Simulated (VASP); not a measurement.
# Pb in VASP: single point with PBE

Aim: the single point of Pb with PBE.

All numbers are computed with VASP 6.6.1; they aren't measurements. Logs are shortened: lines on timing, memory, paths and dates and some standing lists are left out, and cuts for length are marked.

### Step 1. The cell of the first run

The cell holds a slab with vacuum, 8 atoms: a = 3.524 Å, b = 3.524 Å, c = 35.117 Å, α = 90.00°, β = 90.00°, γ = 120.00°.

### Step 2. Single point, PBE

INCAR

```
SYSTEM = Pb
ALGO = Normal ; DIPOL = 0.5 0.5 0.500
EDIFF = 1E-6 ; ENCUT = 520
GGA = PE ; IDIPOL = 3
ISIF = 2 ; ISMEAR = -1
LASPH = .TRUE. ; LCHARG = .FALSE.
LDIPOL = .TRUE. ; LREAL = .FALSE.
LWAVE = .FALSE. ; NBANDS = 66
NELM = 80 ; PREC = Accurate
SIGMA = 0.05
```

KPOINTS

```
k-points
0
G
  9 9 1
  0 0 0
```

POSCAR

```
Pb
1.0
    3.5243661424      0.0000000000      0.0000000000
   -1.7621830712      3.0521906115      0.0000000000
    0.0000000000      0.0000000000     35.1166731675
Pb
8
Direct
    0.3333333300      0.6666666600      0.2135737621
    0.0000000000      0.0000000000      0.2954098301
    0.6666666700      0.3333333400      0.3772458980
    0.0000000000      0.0000000000      0.4590819660
    0.3333333300      0.6666666600      0.5409180340
    0.0000000000      0.0000000000      0.6227541020
    0.6666666700      0.3333333400      0.7045901699
    0.0000000000      0.0000000000      0.7864262379
```

Potentials or basis: VASP PAW PBE potentials, release 64 (Pb_d).

Command:

```console
$ cat potpaw_PBE.64/Pb_d/POTCAR > POTCAR
$ mpirun -np 1 vasp_std > vasp.out
```

OUTCAR:

```text
SYSTEM = Pb
   EDIFF = 1E-6
   ENCUT = 520
   GGA = PE
   ISIF = 2
   ISMEAR = -1
   LASPH = .TRUE.
   LREAL = .FALSE.
   NELM = 80
   PREC = Accurate

 ion  position               nearest neighbor table
   1  0.333  0.667  0.214-   2 3.52   2 3.52   2 3.52
   2  0.000  0.000  0.295-   3 3.52   1 3.52   3 3.52   3 3.52   1 3.52   1 3.52
   3  0.667  0.333  0.377-   2 3.52   4 3.52   2 3.52   2 3.52   4 3.52   4 3.52
   4  0.000  0.000  0.459-   5 3.52   3 3.52   3 3.52   5 3.52   3 3.52   5 3.52
   5  0.333  0.667  0.541-   4 3.52   6 3.52   4 3.52   6 3.52   4 3.52   6 3.52
   6  0.000  0.000  0.623-   7 3.52   5 3.52   7 3.52   7 3.52   5 3.52   5 3.52
   7  0.667  0.333  0.705-   6 3.52   8 3.52   6 3.52   6 3.52   8 3.52   8 3.52
   8  0.000  0.000  0.786-   7 3.52   7 3.52   7 3.52

  LATTYP: Found a hexagonal cell.
 ALAT       =     3.5243661424
 C/A-ratio  =     9.9639684836

  Lattice vectors:

 A1 = (   3.5243661424,   0.0000000000,   0.0000000000)
 A2 = (  -1.7621830712,   3.0521906115,   0.0000000000)
 A3 = (   0.0000000000,   0.0000000000,  35.1166731675)

Analysis of symmetry for initial positions (statically):
=====================================================================
 Subroutine PRICEL returns:
 Original cell was already a primitive cell.

 Routine SETGRP: Setting up the symmetry group for a
 hexagonal supercell.

 Subroutine GETGRP returns: Found  6 space group operations
 (whereof  6 operations were pure point group operations)
 out of a pool of 24 trial point group operations.

The static configuration has the point symmetry C_3v.

Analysis of symmetry for dynamics (positions and initial velocities):
=====================================================================
 Subroutine PRICEL returns:
 Original cell was already a primitive cell.

 Routine SETGRP: Setting up the symmetry group for a
 hexagonal supercell.

 Subroutine GETGRP returns: Found  6 space group operations
 (whereof  6 operations were pure point group operations)
 out of a pool of 24 trial point group operations.

The dynamic configuration has the point symmetry C_3v.

 Subroutine INISYM returns: Found  6 space group operations
 (whereof  6 operations are pure point group operations),
 and found     1 'primitive' translations

----------------------------------------------------------------------------------------

                                     Primitive cell

  volume of cell :     377.7514

  direct lattice vectors                    reciprocal lattice vectors
     3.524366142  0.000000000  0.000000000     0.283738965  0.163816768  0.000000000
    -1.762183071  3.052190611  0.000000000     0.000000000  0.327633535  0.000000000
     0.000000000  0.000000000 35.116673167     0.000000000  0.000000000  0.028476502

  length of vectors
     3.524366142  3.524366142 35.116673167     0.327633535  0.327633535  0.028476502

  position of ions in fractional coordinates (direct lattice)
     0.333333330  0.666666660  0.213573762
     0.000000000  0.000000000  0.295409830
     0.666666670  0.333333340  0.377245898
     0.000000000  0.000000000  0.459081966
     0.333333330  0.666666660  0.540918034
     0.000000000  0.000000000  0.622754102
     0.666666670  0.333333340  0.704590170
     0.000000000  0.000000000  0.786426238

  ion indices of the primitive-cell ions
   primitive index   ion index
                 1           1
                 2           2
                 3           3
                 4           4
                 5           5
                 6           6
                 7           7
                 8           8

----------------------------------------------------------------------------------------

 KPOINTS: k-points

Automatic generation of k-mesh.
 Grid dimensions read from file:
 generate k-points for:    9    9    1

 Generating k-lattice:

  Cartesian coordinates                     Fractional coordinates (reciprocal lattice)
     0.031526552  0.018201863  0.000000000     0.111111111  0.000000000  0.000000000
     0.000000000  0.036403726  0.000000000     0.000000000  0.111111111  0.000000000
     0.000000000  0.000000000  0.028476502     0.000000000  0.000000000  1.000000000

  Length of vectors
     0.036403726  0.036403726  0.028476502

  Shift w.r.t. Gamma in fractional coordinates (k-lattice)
     0.000000000  0.000000000  0.000000000

 Subroutine IBZKPT returns following result:
 ===========================================

 Found     12 irreducible k-points:

 Following reciprocal coordinates:
            Coordinates               Weight
  0.000000  0.000000  0.000000      1.000000
  0.111111  0.000000  0.000000      6.000000
  0.222222  0.000000  0.000000      6.000000
  0.333333  0.000000  0.000000      6.000000
  0.444444  0.000000  0.000000      6.000000
  0.111111  0.111111  0.000000      6.000000
  0.222222  0.111111  0.000000     12.000000
  0.333333  0.111111  0.000000     12.000000
  0.444444  0.111111  0.000000      6.000000
  0.222222  0.222222  0.000000      6.000000
  0.333333  0.222222  0.000000     12.000000
  0.333333  0.333333  0.000000      2.000000
   k-points           NKPTS =     12   k-points in BZ     NKDIM =     12   number of bands    NBANDS=     66
   number of dos      NEDOS =    301   number of ions     NIONS =      8
   total plane-waves  NPLWV = 211680
   dimension x,y,z NGX =    28 NGY =   28 NGZ =  270
   dimension x,y,z NGXF=    56 NGYF=   56 NGZF=  540
   ions per type =               8
   NGX,Y,Z   is equivalent  to a cutoff of  13.21, 13.21, 12.78 a.u.
   NGXF,Y,Z  is equivalent  to a cutoff of  26.42, 26.42, 25.56 a.u.
 SYSTEM =  Pb
   PREC   = accura    normal or accurate (medium, high low for compatibility)
   ISTART =      0    job   : 0-new  1-cont  2-samecut
   ICHARG =      2    charge: 1-file 2-atom 10-const
   ISPIN  =      1    spin polarized calculation?
   LNONCOLLINEAR =      F non collinear calculations
   LSORBIT =      F    spin-orbit coupling
   LASPH  =      T    aspherical Exc in radial PAW
   ENCUT  =  520.0 eV  38.22 Ry    6.18 a.u.   6.55  6.55 65.29*2*pi/ulx,y,z
   NELM   =     80;   NELMIN=  2; NELMDL= -5     # of ELM steps
   EDIFF  = 0.1E-05   stopping-criterion for ELM
   LREAL  =      F    real-space projection
   EDIFFG = 0.1E-04   stopping-criterion for IOM
   NSW    =      0    number of steps for IOM
   IBRION =     -1    ionic relax: 0-MD 1-quasi-New 2-CG
   NFREE  =      0    steps in history (QN), initial steepest desc. (CG)
   ISIF   =      2    stress and relaxation
   ISYM   =      2    0-nonsym 1-usesym 2-fastsym
   POTIM  = 0.5000    time-step for ionic-motion
   TEBEG  =    0.0;   TEEND  =   0.0 temperature during run
   PSTRESS=    0.0 pullay stress
   NELECT =     112.0000    total number of electrons
   NUPDOWN=      -1.0000    fix difference up-down
   EMIN   =  10.00;   EMAX   =-10.00  energy-range for DOS
   EFERMI =   0.00;   METHOD = LEGACY
   ISMEAR =    -1;   SIGMA  =   0.05  broadening in eV -4-tet -1-fermi 0-gaus
   EFERMI_NEDOS =   21; number of points for ismear=-14 and -15
   IALGO  =     38    algorithm
   IMIX   =      4    mixing-type and parameters
     AMIX     =   0.40;   BMIX     =  1.00
     AMIX_MAG =   1.60;   BMIX_MAG =  1.00
  volume/ion in A,a.u.               =      47.22       318.65
  Fermi-wavevector in a.u.,A,eV,Ry     =   1.091638  2.062898 16.213716  1.191675
  Thomas-Fermi vector in A             =   2.227888
   LORBIT       =      0    0 simple, 1 ext, 2 COOP (PROOUT), +10 PAW based schemes
   GGA     = PE    functional components
   LHFCALC =     F    Hartree Fock is set to
   AEXX    =    0.0000 exact exchange contribution
   IVDW    =     0    specifies the selected vdW correction
   LEPSILON=     F    determine dielectric tensor
   LRPA    =     F    only Hartree local field effects (RPA)
 non-spin polarized calculation
  energy-cutoff  :      520.00
  volume of cell :      377.75
 maximum number of plane-waves:     10295
 NGX is ok and might be reduce to    28
   NGX = 13   NGY = 13   NGZ =131

 dipolmoment           0.000000      0.000000     -0.001304 electrons x Angstroem

 number of electron     112.0000012 magnetization

 dipolmoment           0.000000      0.000000      0.000916 electrons x Angstroem

 Free energy of the ion-electron system (eV)
  ---------------------------------------------------
  ext. energy  EPLUGINS =         0.00000000
  ---------------------------------------------------
  free energy    TOTEN  =       -28.12897211 eV

  energy without entropy =      -28.09741178  energy(sigma->0) =      -28.11319195

 E-fermi :   3.3241     XC(G=0):  -7.0476

 val. band max:        3.1761291343   @ k =   0.3333   0.2222   0.0000
 cond. band min:       3.3259193187   @ k =   0.3333   0.3333   0.0000
 fundamental gap:      0.1497901844
 Fermi energy:         3.3240702325

 k-point     1 :       0.0000    0.0000    0.0000
  band No.  band energies     occupation
      1     -13.8161      2.00000
      2     -13.8011      2.00000
      3     -13.7940      2.00000
      4     -13.7940      2.00000
      5     -13.7770      2.00000
      6     -13.7618      2.00000
[... 58 lines left out ...]
     65       9.2396      0.00000
     66       9.5121      0.00000

 k-point     2 :       0.1111    0.0000    0.0000
  band No.  band energies     occupation
      1     -13.8153      2.00000
      2     -13.7932      2.00000
      3     -13.7894      2.00000
      4     -13.7825      2.00000
      5     -13.7680      2.00000
      6     -13.7589      2.00000
[... 679 lines left out ...]
     65       4.8152      0.00000
     66       5.0126      0.00000

 k-point    12 :       0.3333    0.3333    0.0000
  band No.  band energies     occupation
      1     -13.8139      2.00000
      2     -13.8028      2.00000
      3     -13.7926      2.00000
      4     -13.7729      2.00000
      5     -13.7621      2.00000
      6     -13.7574      2.00000
[... 58 lines left out ...]
     65       4.7087      0.00000
     66       5.5733      0.00000

------------------------ aborting loop because EDIFF is reached ----------------------------------------

 vacuum level on the upper side and lower side of the slab       (xc-potential included)        -0.146        -0.171

  FORCE on cell =-STRESS in cart. coord.  units (eV):
  Direction    XX          YY          ZZ          XY          YZ          ZX
  --------------------------------------------------------------------------------------
  -------------------------------------------------------------------------------------
  Total        0.5498613      0.5498613      0.8996214     -0.0000000      0.0000000      0.0000000
  in kB        2.3321565      2.3321565      3.8156129     -0.0000000      0.0000000      0.0000000
  external PRESSURE =       2.8266420 kB  Pullay stress =       0.0000000 kB

 VOLUME and BASIS-vectors are now :
 -----------------------------------------------------------------------------
  energy-cutoff  :      520.00
  volume of cell :      377.75
      direct lattice vectors                 reciprocal lattice vectors
     3.524366142  0.000000000  0.000000000     0.283738965  0.163816768  0.000000000
    -1.762183071  3.052190611  0.000000000     0.000000000  0.327633535  0.000000000
     0.000000000  0.000000000 35.116673167     0.000000000  0.000000000  0.028476502

 POSITION                                       TOTAL-FORCE (eV/Angst)
 -----------------------------------------------------------------------------------
      0.00000      2.03479      7.50000        -0.000000      0.000000      0.158611
      0.00000      0.00000     10.37381        -0.000000      0.000000     -0.330842
      1.76218      1.01740     13.24762         0.000000     -0.000000      0.066699
      0.00000      0.00000     16.12143        -0.000000      0.000000     -0.034045
      0.00000      2.03479     18.99524         0.000000      0.000000      0.085134
      0.00000      0.00000     21.86905        -0.000000      0.000000     -0.136122
      1.76218      1.01740     24.74286         0.000000      0.000000      0.345086
      0.00000      0.00000     27.61667        -0.000000      0.000000     -0.154520
 -----------------------------------------------------------------------------------
    total drift:                               -0.000000      0.000000     -0.000032

  FREE ENERGIE OF THE ION-ELECTRON SYSTEM (eV)
  ---------------------------------------------------
  free  energy   TOTEN  =       -28.1289721135 eV

  energy  without entropy=      -28.0974117792  energy(sigma->0) =      -28.11319195

 vacuum level on the upper side and lower side of the slab         7.016         6.989
```

Wall time 26 min (1 thread of AMD EPYC 7R13, shared host); peak memory 0.55 GiB.

Results:

| Item | Value |
| --- | --- |
| Free energy | -28.1290 eV |
| Largest force | 0.345 eV/Å |
| Band gap on the k mesh | zero (band 56 reaches 7.25 eV, above the bottom of band 57 at 2.01 eV) |

Forces on the atoms (eV/Å):
```
Pb   0.000  0.000  0.159
Pb   0.000  0.000 -0.331
Pb   0.000  0.000  0.067
Pb   0.000  0.000 -0.034
Pb   0.000  0.000  0.085
Pb   0.000  0.000 -0.136
Pb   0.000  0.000  0.345
Pb   0.000  0.000 -0.155
```

Caveat: spin-orbit coupling is left out, which moves the levels of the heavy elements.
